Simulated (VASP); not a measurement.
# Zr2N (P4_2/mnm) in VASP: further runs

The runs below take Zr2N through single point, with PBEsol.

All numbers are computed with VASP 6.6.1; they aren't measurements. Logs are shortened: lines on timing, memory, paths and dates and some standing lists are left out, and cuts for length are marked.

## (1) The cell of the first run

Symmetry: P4_2/mnm, No. 136, tetragonal system. Conventional cell: a = 5.413 Å, b = 5.413 Å, c = 3.308 Å, α = 90.00°, β = 90.00°, γ = 90.00°. Zr (site symmetry m2m) has 3 N at 2.27 Å within 3.0 Å. N (site symmetry mmm) has 6 Zr at 2.27 Å within 3.0 Å.

## (2) Single point, PBEsol

Contents of INCAR:

```
SYSTEM = Zr2N
PREC     = Accurate       ! precision mode
ENCUT    = 520            ! plane-wave cutoff, eV
EDIFF    = 1E-6           ! SCF threshold, eV
ISMEAR   = 0              ! smearing method
SIGMA    = 0.1            ! smearing width, eV
LREAL    = .FALSE.        ! projectors in reciprocal space
LASPH    = .TRUE.         ! aspherical terms in the spheres
NELM     = 60             ! most SCF steps
ALGO     = Normal         ! electronic algorithm
ISIF     = 2              ! what is computed and relaxed
LWAVE    = .FALSE.        ! write WAVECAR
LCHARG   = .FALSE.        ! write CHGCAR
GGA      = PS             ! functional
NBANDS   = 38             ! bands
```

Contents of KPOINTS:

```
Automatic mesh
0
G
  10 10 16
  0 0 0
```

Contents of POSCAR:

```
Zr2N
1.0
    5.4130027300      0.0000000000      0.0000000000
    0.0000000000      5.4130027300      0.0000000000
    0.0000000000      0.0000000000      3.3077891900
Zr N
4 2
Direct
    0.2961254600      0.2961254600      0.0000000000
    0.7038745400      0.7038745400      0.0000000000
    0.7961254600      0.2038745400      0.5000000000
    0.2038745400      0.7961254600      0.5000000000
    0.0000000000      0.0000000000      0.0000000000
    0.5000000000      0.5000000000      0.5000000000
```

Potentials or basis: VASP PAW PBE potentials, release 64 (Zr_sv, N).

Started as:

```console
> cat potpaw_PBE.64/Zr_sv/POTCAR potpaw_PBE.64/N/POTCAR > POTCAR
> mpirun -np 1 vasp_std > vasp.out
```

OUTCAR:

```text
SYSTEM = Zr2N
   PREC = Accurate
   ENCUT = 520
   EDIFF = 1E-6
   ISMEAR = 0
   LREAL = .FALSE.
   LASPH = .TRUE.
   NELM = 60
   ISIF = 2
   GGA = PS

 ion  position               nearest neighbor table
   1  0.296  0.296  0.000-   5 2.27   6 2.27   6 2.27   2 3.12   4 3.21   3 3.21   4 3.21   3 3.21
                             4 3.21   4 3.21   3 3.21   3 3.21   2 3.89   2 3.89
   2  0.704  0.704  0.000-   5 2.27   6 2.27   6 2.27   1 3.12   4 3.21   3 3.21   4 3.21   3 3.21
                             3 3.21   3 3.21   4 3.21   4 3.21   1 3.89   1 3.89
   3  0.796  0.204  0.500-   6 2.27   5 2.27   5 2.27   4 3.12   1 3.21   1 3.21   2 3.21   2 3.21
                             2 3.21   2 3.21   1 3.21   1 3.21   4 3.89   4 3.89
   4  0.204  0.796  0.500-   6 2.27   5 2.27   5 2.27   3 3.12   1 3.21   1 3.21   2 3.21   2 3.21
                             1 3.21   1 3.21   2 3.21   2 3.21   3 3.89   3 3.89
   5  0.000  0.000  0.000-   1 2.27   2 2.27   3 2.27   4 2.27   3 2.27   4 2.27
   6  0.500  0.500  0.500-   3 2.27   4 2.27   1 2.27   2 2.27   1 2.27   2 2.27

  LATTYP: Found a simple tetragonal cell.
 ALAT       =     5.4130027300
 C/A-ratio  =     0.6110821211

  Lattice vectors:

 A1 = (   5.4130027300,   0.0000000000,   0.0000000000)
 A2 = (   0.0000000000,   5.4130027300,   0.0000000000)
 A3 = (   0.0000000000,   0.0000000000,   3.3077891900)

Analysis of symmetry for initial positions (statically):
=====================================================================
 Subroutine PRICEL returns:
 Original cell was already a primitive cell.

 Routine SETGRP: Setting up the symmetry group for a
 simple tetragonal supercell.

 Subroutine GETGRP returns: Found 16 space group operations
 (whereof  8 operations were pure point group operations)
 out of a pool of 16 trial point group operations.

The static configuration has the point symmetry D_2h.
 The point group associated with its full space group is D_4h.

Analysis of symmetry for dynamics (positions and initial velocities):
=====================================================================
 Subroutine PRICEL returns:
 Original cell was already a primitive cell.

 Routine SETGRP: Setting up the symmetry group for a
 simple tetragonal supercell.

 Subroutine GETGRP returns: Found 16 space group operations
 (whereof  8 operations were pure point group operations)
 out of a pool of 16 trial point group operations.

The dynamic configuration has the point symmetry D_2h.
 The point group associated with its full space group is D_4h.

 Subroutine INISYM returns: Found 16 space group operations
 (whereof  8 operations are pure point group operations),
 and found     1 'primitive' translations

----------------------------------------------------------------------------------------

                                     Primitive cell

  volume of cell :      96.9202

  direct lattice vectors                    reciprocal lattice vectors
     5.413002730  0.000000000  0.000000000     0.184740347  0.000000000  0.000000000
     0.000000000  5.413002730  0.000000000     0.000000000  0.184740347  0.000000000
     0.000000000  0.000000000  3.307789190     0.000000000  0.000000000  0.302316727

  length of vectors
     5.413002730  5.413002730  3.307789190     0.184740347  0.184740347  0.302316727

  position of ions in fractional coordinates (direct lattice)
     0.296125460  0.296125460  0.000000000
     0.703874540  0.703874540  0.000000000
     0.796125460  0.203874540  0.500000000
     0.203874540  0.796125460  0.500000000
     0.000000000  0.000000000  0.000000000
     0.500000000  0.500000000  0.500000000

  ion indices of the primitive-cell ions
   primitive index   ion index
                 1           1
                 2           2
                 3           3
                 4           4
                 5           5
                 6           6

----------------------------------------------------------------------------------------

 KPOINTS: Automatic mesh

Automatic generation of k-mesh.
 Grid dimensions read from file:
 generate k-points for:   10   10   16

 Generating k-lattice:

  Cartesian coordinates                     Fractional coordinates (reciprocal lattice)
     0.018474035  0.000000000  0.000000000     0.100000000  0.000000000  0.000000000
     0.000000000  0.018474035  0.000000000     0.000000000  0.100000000  0.000000000
     0.000000000  0.000000000  0.018894795     0.000000000  0.000000000  0.062500000

  Length of vectors
     0.018474035  0.018474035  0.018894795

  Shift w.r.t. Gamma in fractional coordinates (k-lattice)
     0.000000000  0.000000000  0.000000000

 Subroutine IBZKPT returns following result:
 ===========================================

 Found    189 irreducible k-points:

 Following reciprocal coordinates:
            Coordinates               Weight
  0.000000  0.000000  0.000000      1.000000
  0.100000  0.000000  0.000000      4.000000
  0.200000  0.000000  0.000000      4.000000
  0.300000  0.000000  0.000000      4.000000
  0.400000  0.000000  0.000000      4.000000
  0.500000  0.000000  0.000000      2.000000
[... 16 lines left out ...]
  0.100000  0.000000  0.062500      8.000000
  0.200000  0.000000  0.062500      8.000000
 [... further k-points ...]
   k-points           NKPTS =    189   k-points in BZ     NKDIM =    189   number of bands    NBANDS=     38
   number of dos      NEDOS =    301   number of ions     NIONS =      6
   total plane-waves  NPLWV =  44800
   dimension x,y,z NGX =    40 NGY =   40 NGZ =   28
   dimension x,y,z NGXF=    80 NGYF=   80 NGZF=   56
   ions per type =               4   2
   NGX,Y,Z   is equivalent  to a cutoff of  12.28, 12.28, 14.07 a.u.
   NGXF,Y,Z  is equivalent  to a cutoff of  24.57, 24.57, 28.14 a.u.
 SYSTEM =  Zr2N
   PREC   = accura    normal or accurate (medium, high low for compatibility)
   ISTART =      0    job   : 0-new  1-cont  2-samecut
   ICHARG =      2    charge: 1-file 2-atom 10-const
   ISPIN  =      1    spin polarized calculation?
   LNONCOLLINEAR =      F non collinear calculations
   LSORBIT =      F    spin-orbit coupling
   LASPH  =      T    aspherical Exc in radial PAW
   ENCUT  =  520.0 eV  38.22 Ry    6.18 a.u.  10.06 10.06  6.15*2*pi/ulx,y,z
   NELM   =     60;   NELMIN=  2; NELMDL= -5     # of ELM steps
   EDIFF  = 0.1E-05   stopping-criterion for ELM
   LREAL  =      F    real-space projection
   EDIFFG = 0.1E-04   stopping-criterion for IOM
   NSW    =      0    number of steps for IOM
   IBRION =     -1    ionic relax: 0-MD 1-quasi-New 2-CG
   NFREE  =      0    steps in history (QN), initial steepest desc. (CG)
   ISIF   =      2    stress and relaxation
   ISYM   =      2    0-nonsym 1-usesym 2-fastsym
   POTIM  = 0.5000    time-step for ionic-motion
   TEBEG  =    0.0;   TEEND  =   0.0 temperature during run
   PSTRESS=    0.0 pullay stress
   NELECT =      58.0000    total number of electrons
   NUPDOWN=      -1.0000    fix difference up-down
   EMIN   =  10.00;   EMAX   =-10.00  energy-range for DOS
   EFERMI =   0.00;   METHOD = LEGACY
   ISMEAR =     0;   SIGMA  =   0.10  broadening in eV -4-tet -1-fermi 0-gaus
   EFERMI_NEDOS =   21; number of points for ismear=-14 and -15
   IALGO  =     38    algorithm
   IMIX   =      4    mixing-type and parameters
     AMIX     =   0.40;   BMIX     =  1.00
     AMIX_MAG =   1.60;   BMIX_MAG =  1.00
  volume/ion in A,a.u.               =      16.15       109.01
  Fermi-wavevector in a.u.,A,eV,Ry     =   1.379577  2.607023 25.895066  1.903234
  Thomas-Fermi vector in A             =   2.504534
   LORBIT       =      0    0 simple, 1 ext, 2 COOP (PROOUT), +10 PAW based schemes
   GGA     = PS    functional components
   LHFCALC =     F    Hartree Fock is set to
   AEXX    =    0.0000 exact exchange contribution
   IVDW    =     0    specifies the selected vdW correction
   LEPSILON=     F    determine dielectric tensor
   LRPA    =     F    only Hartree local field effects (RPA)
 non-spin polarized calculation
 Gauss-broadening in eV      SIGMA  =   0.10
  energy-cutoff  :      520.00
  volume of cell :       96.92
 maximum number of plane-waves:      2638
   NGX = 21   NGY = 21   NGZ = 13

 number of electron      58.0000001 magnetization

 Free energy of the ion-electron system (eV)
  ---------------------------------------------------
  ext. energy  EPLUGINS =         0.00000000
  ---------------------------------------------------
  free energy    TOTEN  =       -61.78138904 eV

  energy without entropy =      -61.76596861  energy(sigma->0) =      -61.77367883

 E-fermi :   9.5578     XC(G=0): -11.8316

 val. band max:        9.5573802787   @ k =   0.5000   0.1000   0.2500
 cond. band min:       9.5581441080   @ k =   0.5000   0.4000   0.1875
 fundamental gap:      0.0007638294
 Fermi energy:         9.5577761593

 k-point     1 :       0.0000    0.0000    0.0000
  band No.  band energies     occupation
      1     -39.0465      2.00000
      2     -38.9064      2.00000
      3     -38.9064      2.00000
      4     -38.8485      2.00000
      5     -17.9752      2.00000
      6     -17.3910      2.00000
[... 30 lines left out ...]
     37      12.4247      0.00000
     38      12.4247      0.00000

 k-point     2 :       0.1000    0.0000    0.0000
  band No.  band energies     occupation
      1     -39.0434      2.00000
      2     -38.9104      2.00000
      3     -38.9048      2.00000
      4     -38.8493      2.00000
      5     -17.9582      2.00000
      6     -17.3864      2.00000
[... 30 lines left out ...]
     37      12.4349      0.00000
     38      12.6512      0.00000

 k-point     3 :       0.2000    0.0000    0.0000
  band No.  band energies     occupation
      1     -39.0342      2.00000
      2     -38.9218      2.00000
      3     -38.9000      2.00000
      4     -38.8522      2.00000
      5     -17.9097      2.00000
      6     -17.3805      2.00000
[... 30 lines left out ...]
     37      12.3781      0.00000
     38      12.9324      0.00000

 k-point     4 :       0.3000    0.0000    0.0000
  band No.  band energies     occupation
      1     -39.0198      2.00000
      2     -38.9386      2.00000
      3     -38.8927      2.00000
      4     -38.8575      2.00000
      5     -17.8357      2.00000
      6     -17.4579      2.00000
[... 30 lines left out ...]
     37      12.5147      0.00000
     38      13.2721      0.00000
[... 703 lines left out ...]
      4     -38.8490      2.00000
      5     -17.9639      2.00000
      6     -17.3825      2.00000
[... 30 lines left out ...]
     37      12.3810      0.00000
     38      12.5368      0.00000

 k-point    23 :       0.1000    0.0000    0.0625
  band No.  band energies     occupation
      1     -39.0402      2.00000
      2     -38.9091      2.00000
      3     -38.9035      2.00000
      4     -38.8498      2.00000
      5     -17.9472      2.00000
      6     -17.3783      2.00000
[... 30 lines left out ...]
     37      12.3737      0.00000
     38      12.7229      0.00000

 k-point    24 :       0.2000    0.0000    0.0625
  band No.  band energies     occupation
      1     -39.0312      2.00000
      2     -38.9203      2.00000
      3     -38.8988      2.00000
      4     -38.8525      2.00000
      5     -17.8992      2.00000
      6     -17.3729      2.00000
[... 30 lines left out ...]
     37      12.3394      0.00000
     38      13.0094      0.00000

 [... further k-points ...]
[... 5 lines left out ...]
  --------------------------------------------------------------------------------------
  -------------------------------------------------------------------------------------
  Total       -2.6829987     -2.6829987     -3.0778191     -0.0000000      0.0000000      0.0000000
  in kB      -44.3523602    -44.3523602    -50.8790924     -0.0000000      0.0000000      0.0000000
  external PRESSURE =     -46.5279376 kB  Pullay stress =       0.0000000 kB

 VOLUME and BASIS-vectors are now :
 -----------------------------------------------------------------------------
  energy-cutoff  :      520.00
  volume of cell :       96.92
      direct lattice vectors                 reciprocal lattice vectors
     5.413002730  0.000000000  0.000000000     0.184740347  0.000000000  0.000000000
     0.000000000  5.413002730  0.000000000     0.000000000  0.184740347  0.000000000
     0.000000000  0.000000000  3.307789190     0.000000000  0.000000000  0.302316727

 POSITION                                       TOTAL-FORCE (eV/Angst)
 -----------------------------------------------------------------------------------
      1.60293      1.60293      0.00000         0.035135      0.035135      0.000000
      3.81007      3.81007      0.00000        -0.035135     -0.035135     -0.000000
      4.30943      1.10357      1.65389         0.035135     -0.035135     -0.000000
      1.10357      4.30943      1.65389        -0.035135      0.035135     -0.000000
      0.00000      0.00000      0.00000        -0.000000     -0.000000     -0.000000
      2.70650      2.70650      1.65389        -0.000000     -0.000000     -0.000000
 -----------------------------------------------------------------------------------
    total drift:                                0.000000     -0.000000     -0.000000

  FREE ENERGIE OF THE ION-ELECTRON SYSTEM (eV)
  ---------------------------------------------------
  free  energy   TOTEN  =       -61.7813890439 eV

  energy  without entropy=      -61.7659686066  energy(sigma->0) =      -61.77367883
```

Run time: 3.7 min. Hardware: 1 thread of Intel Xeon 6975P-C (Granite Rapids), shared host; peak memory 0.58 GiB.

Results:

- Free energy: -61.7814 eV
- Pressure: -4.7 GPa
- Largest force: 0.050 eV/Å
- Band gap on the k mesh: zero (bands 29 and 30 overlap by 2.51 eV)

Forces on the atoms (eV/Å):
```
Zr   0.035  0.035  0.000
Zr  -0.035 -0.035  0.000
Zr   0.035 -0.035  0.000
Zr  -0.035  0.035  0.000
N    0.000  0.000  0.000
N    0.000  0.000  0.000
```

Stress tensor (GPa, compression positive):
```
-4.44  0.00  0.00
 0.00 -4.44  0.00
 0.00  0.00 -5.09
```

Caveat: the cell stands under tension; the PAW data sets were made with another functional, which shifts forces and pressure a little.

## (3) Single point, PBEsol

Contents of INCAR:

```
PREC = Accurate
ENCUT = 520
EDIFF = 1E-6
ISMEAR = 0
SIGMA = 0.1
LREAL = False
LASPH = True
NELM = 60
ALGO = Normal
ISIF = 2
LWAVE = False
LCHARG = False
GGA = PS
NBANDS = 38
```

Contents of KPOINTS:

```
Automatic mesh
0
Gamma
  12 12 18
```

POSCAR is that of step 2.

Potentials or basis: VASP PAW PBE potentials, release 64 (Zr_sv, N).

Started as:

```console
> cat potpaw_PBE.64/Zr_sv/POTCAR potpaw_PBE.64/N/POTCAR > POTCAR
> mpirun -np 1 vasp_std > vasp.out
```

Wall time 5.5 min (1 thread of Intel Xeon 6975P-C (Granite Rapids), shared host); peak memory 0.78 GiB.

The run converged. Its results:

* Free energy: -61.7826 eV
* Pressure: -4.7 GPa
* Largest force: 0.048 eV/Å
* Band gap on the k mesh: zero (bands 29 and 30 overlap by 2.51 eV)

Forces in eV/Å, atoms in the order of the input:
```
Zr   0.034  0.034  0.000
Zr  -0.034 -0.034  0.000
Zr   0.034 -0.034  0.000
Zr  -0.034  0.034  0.000
N    0.000  0.000  0.000
N    0.000  0.000  0.000
```

Stress tensor (GPa, compression positive):
```
-4.41  0.00  0.00
 0.00 -4.41  0.00
 0.00  0.00 -5.17
```

Levels at points of the mesh, in eV from the Fermi level:
```csv
k point,band 26,band 27,band 28,band 29,band 30,band 31,band 32,band 33
"(0.00, 0.00, 0.00)",-1.94,0.32,0.57,0.74,1.02,1.02,1.28,1.36
"(0.50, 0.00, 0.00)",-1.96,-0.95,-0.95,1.41,1.41,1.48,1.48,1.72
"(0.50, 0.50, 0.00)",-1.43,-1.07,-1.07,0.92,0.92,1.32,1.32,1.59
"(0.00, 0.00, 0.50)",-1.13,-1.11,-1.11,-1.09,-1.09,1.92,1.92,3.06
"(0.50, 0.00, 0.50)",-1.75,-0.87,-0.87,-0.74,-0.74,1.51,1.51,3.32
"(0.50, 0.50, 0.50)",-1.48,-0.88,-0.88,-0.28,-0.28,1.15,1.15,2.64
```

Caveat: the cell stands under tension; the PAW data sets were made with another functional, which shifts forces and pressure a little.

## (4) Single point, PBEsol

Contents of INCAR:

```
SYSTEM = Zr2N
PREC     = Accurate       ! precision mode
ENCUT    = 520            ! plane-wave cutoff, eV
EDIFF    = 1E-7           ! SCF threshold, eV
ISMEAR   = 0              ! smearing method
SIGMA    = 0.1            ! smearing width, eV
LREAL    = .FALSE.        ! projectors in reciprocal space
LASPH    = .TRUE.         ! aspherical terms in the spheres
NELM     = 80             ! most SCF steps
ALGO     = Fast           ! electronic algorithm
ISIF     = 2              ! what is computed and relaxed
LWAVE    = .FALSE.        ! write WAVECAR
LCHARG   = .FALSE.        ! write CHGCAR
GGA      = PS             ! functional
NBANDS   = 38             ! bands
```

Contents of KPOINTS:

```
Automatic mesh
0
G
  10 10 14
  0 0 0
```

POSCAR is that of step 3.

Started as:

```console
> cat potpaw_PBE.64/Zr_sv/POTCAR potpaw_PBE.64/N/POTCAR > POTCAR
> mpirun -np 1 vasp_std > vasp.out
```

It took 20 min on 1 thread of Oxide Virtual Turin-like, shared host; peak memory 0.51 GiB.

Results (log left out):

```yaml
Free_energy: -61.7827 eV
Pressure: -4.6 GPa
Largest_force: 0.042 eV/Å
Band_gap_on_the_k_mesh: zero (bands 29 and 30 overlap by 2.51 eV)
```

Forces on the atoms (eV/Å):
```
Zr   0.030  0.030  0.000
Zr  -0.030 -0.030  0.000
Zr   0.030 -0.030  0.000
Zr  -0.030  0.030  0.000
N    0.000  0.000  0.000
N    0.000  0.000  0.000
```

Stress tensor (GPa, compression positive):
```
-4.42  0.00  0.00
 0.00 -4.42  0.00
 0.00  0.00 -5.12
```

Levels at points of the mesh, in eV from the Fermi level:
| k point | band 26 | band 27 | band 28 | band 29 | band 30 | band 31 | band 32 | band 33 |
| --- | --- | --- | --- | --- | --- | --- | --- | --- |
| (0.00, 0.00, 0.00) | -1.94 | 0.31 | 0.57 | 0.73 | 1.02 | 1.02 | 1.27 | 1.36 |
| (0.50, 0.00, 0.00) | -1.97 | -0.95 | -0.95 | 1.41 | 1.41 | 1.47 | 1.47 | 1.72 |
| (0.50, 0.50, 0.00) | -1.44 | -1.08 | -1.08 | 0.92 | 0.92 | 1.32 | 1.32 | 1.59 |
| (0.00, 0.00, 0.50) | -1.14 | -1.12 | -1.12 | -1.10 | -1.10 | 1.91 | 1.91 | 3.05 |
| (0.50, 0.00, 0.50) | -1.76 | -0.88 | -0.88 | -0.75 | -0.75 | 1.50 | 1.50 | 3.31 |
| (0.50, 0.50, 0.50) | -1.48 | -0.88 | -0.88 | -0.28 | -0.28 | 1.15 | 1.15 | 2.63 |

Caveat: the cell stands under tension; the PAW data sets were made with another functional, which shifts forces and pressure a little.

## (5) The runs side by side

```csv
k mesh,gap on the mesh (eV),pressure (GPa),largest force (eV/Å)
10 × 10 × 16,none,-4.7,0.05
12 × 12 × 18,none,-4.7,0.05
10 × 10 × 14,none,-4.6,0.04
```

Alike in all rows: task single point; level PBEsol; potentials or basis VASP PAW PBE potentials, release 64 (Zr_sv, N); no spin polarisation; cell as given; cutoff (eV) 520; smearing gaussian 0.1 eV.

Caveats: the cell stands under tension; the PAW data sets were made with another functional, which shifts forces and pressure a little.

Total energies depend on the potentials used, so only differences within one code and one set of settings carry meaning.
